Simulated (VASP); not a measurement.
# WC (rocksalt type): relaxation of cell and atoms with PBE

The system is WC (rocksalt type).

```
W C
1.0
     0.00000    2.13784    2.13784
     2.13784    0.00000    2.13784
     2.13784    2.13784    0.00000
W C
1 1
Direct
  0.00000 0.00000 0.00000
  0.50000 0.50000 0.50000
```

* Program: VASP 6.6.1
* Task: relaxation of cell and atoms
* Functional: PBE
* Potentials or basis: VASP PAW PBE potentials, release 64 (W_sv, C)
* Cutoff: 600 eV
* k mesh: 16 × 16 × 16
* Occupations: fermi-dirac, width 0.1 eV
* Spin: no spin polarisation
* Target pressure: 31 GPa
* Dipole correction: no
* Further INCAR settings: ALGO = Normal; EDIFF = 1e-06; IBRION = 2; EDIFFG = -0.005; NSW = 32; ISIF = 3

The relaxed volume is 9.79 Å³/atom and the relaxed cell is a = 3.026 Å, b = 3.026 Å, c = 3.026 Å, α = 60.00°, β = 60.00°, γ = 60.00°. The space group after relaxing (to 0.1 Å) is Fm-3m (No. 225), the energy change on relaxing (the run minimises the enthalpy) is -4.6 meV/atom and the ionic steps are 3. The pressure after relaxing is 31.0 GPa.

Step by step:
| step | energy change (eV) | largest force (eV/Å) | pressure (GPa) | volume (Å³) |
| --- | --- | --- | --- | --- |
| 1 | 0.0000 | 0.0000 | 32.19 | 19.54 |
| 2 | -0.0381 | 0.0000 | 27.06 | 19.75 |
| 3 | -0.0092 | 0.0000 | 30.99 | 19.59 |

Final structure:
```
W C
1.0
     0.00000    2.13954    2.13954
     2.13954    0.00000    2.13954
     2.13954    2.13954    0.00000
W C
1 1
Cartesian
  0.0000 0.0000 0.0000
  2.1395 2.1395 2.1395
```

Levels at points of the mesh, in eV from the Fermi level:
| k point | band 6 | band 7 | band 8 | band 9 | band 10 | band 11 | band 12 | band 13 |
| --- | --- | --- | --- | --- | --- | --- | --- | --- |
| (0.00, 0.00, 0.00) | -3.04 | -3.04 | -3.04 | -1.23 | -1.23 | -1.23 | -1.04 | -1.04 |
| (0.50, 0.00, 0.00) | -10.46 | -7.14 | -7.14 | 1.20 | 1.20 | 2.63 | 5.01 | 9.60 |
| (0.50, 0.50, 0.00) | -6.36 | -5.78 | -2.64 | -2.64 | 0.99 | 2.58 | 2.58 | 6.19 |

Wall time 2.2 min on 1 thread of AMD EPYC 7R13, with other jobs on the host, peak memory 0.16 GiB.

Caveat: the cell is relaxed towards a set pressure, so the run minimises the enthalpy, not the energy; the highest band is partly filled, so the run has too few bands; spin-orbit coupling is left out, which moves the levels of the heavy elements.
